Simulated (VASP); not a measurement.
La, 1 atom in the cell. Symmetry: Im-3m, No. 229, cubic system. The conventional cell has a = 4.210 Å, b = 4.210 Å, c = 4.210 Å, α = 90.00°, β = 90.00°, γ = 90.00°. La (site symmetry m-3m) has 14 La at 3.65 to 4.21 Å within 4.8 Å. This isn't the form of La at room conditions, which is double hcp.

```yaml
Program: VASP 6.6.1
Task: relaxation of cell and atoms
Functional: LDA
Potentials_or_basis: VASP PAW LDA potentials, release 64 (La)
Cutoff: 500 eV
k_mesh: 15 × 15 × 15
Occupations: gaussian, width 0.05 eV
Spin: no spin polarisation
Dipole_correction: no
Further_INCAR_settings: ALGO = Normal; EDIFF = 1e-07; IBRION = 2; EDIFFG = -0.03; NSW = 80; ISIF = 3
```

Potentials or basis: VASP PAW LDA potentials, release 64 (La).

Run with:

```sh
$ cat potpaw_LDA.64/La/POTCAR > POTCAR
$ mpirun -np 1 vasp_std > vasp.out
```

Hardware: 1 thread of Intel(R) Xeon(R) 6975P-C (Granite Rapids), with other jobs on the host.

How long does it take, and how much memory?

Run time: 42 s on 1 thread of Intel(R) Xeon(R) 6975P-C (Granite Rapids) (shared host), peak memory 0.2 GiB. Counts: scf iterations 28, k points 120, ion steps 3.
